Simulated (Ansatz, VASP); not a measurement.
Au in VASP and in Ansatz

```xyz
1
Lattice="-1.6573 1.6573 1.6573 1.6573 -1.6573 1.6573 1.6573 1.6573 -1.6573" Properties=species:S:1:pos:R:3 pbc="T T T"
Au    0.0000    0.0000    0.0000
```

Alike in both runs: task relaxation of cell and atoms; functional BLYP; k mesh 11 × 11 × 11; occupations fermi-dirac, width 0.05 eV; no spin polarisation.

|  | VASP | Ansatz |
| --- | --- | --- |
| version | VASP 6.6.1 | Ansatz 0.2.0 |
| potentials or method | VASP PAW PBE potentials, release 64 (Au_sv_GW) | Ansatz PAW |
| plane-wave cutoff (eV) | 540 | 420 |
| valence electrons in the cell | 19 | 19 |

VASP gave:

- gap on the k mesh at the Fermi level, each at its own relaxed structure (eV): none
- relaxed volume (Å³/atom): 19.47
- relaxed length of the cell vector where the two differ most in proportion (Å): 2.935

Question: Which values does Ansatz return?

Answer: gap on the k mesh at the Fermi level, each at its own relaxed structure (eV): none; relaxed volume (Å³/atom): 19.57; relaxed length of the cell vector where the two differ most in proportion (Å): 2.941.

VASP's potentials were made for PBE, not for BLYP. A gap of «none» marks a metal or a gap that the smearing closes.

Spin-orbit coupling is off throughout. Noted on Ansatz's run: the plane-wave basis is chosen anew once the cell has moved, so the energies of steps on either side of that aren't comparable.
